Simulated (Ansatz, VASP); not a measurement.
**Two plane-wave programs on BeBi**

```xyz
4
Lattice="0.0000 3.4544 3.4544 3.4544 0.0000 3.4544 3.4544 3.4544 0.0000" Properties=species:S:1:pos:R:3 pbc="T T T"
Be    3.4544    3.4544    3.4544
Be    5.1815    5.1815    5.1815
Bi    0.0000    0.0000    0.0000
Bi    1.7272    1.7272    1.7272
```

Alike in both runs: task single point; functional PBE; k mesh 4 × 4 × 4; occupations gaussian, width 0.1 eV; no spin polarisation.

|  | VASP | Ansatz |
| --- | --- | --- |
| version | VASP 6.6.1 | Ansatz 0.2.0 |
| potentials or method | VASP PAW PBE potentials, release 64 (Be, Bi_d), cutoff 520 eV | scalar-relativistic, plane waves, PAW |
| valence electrons in the cell | 34 | 34 |

|  | VASP | Ansatz | Ansatz less VASP |
| --- | --- | --- | --- |
| gap on the k mesh at the Fermi level (eV) | none | none | - |
| pressure (GPa) | 8.6 | 8.6 | +0.04 |

A gap of «none» marks a metal or a gap that the smearing closes.

The k mesh is coarse, so the values compare programs but aren't converged. Neither program's run includes spin-orbit coupling.
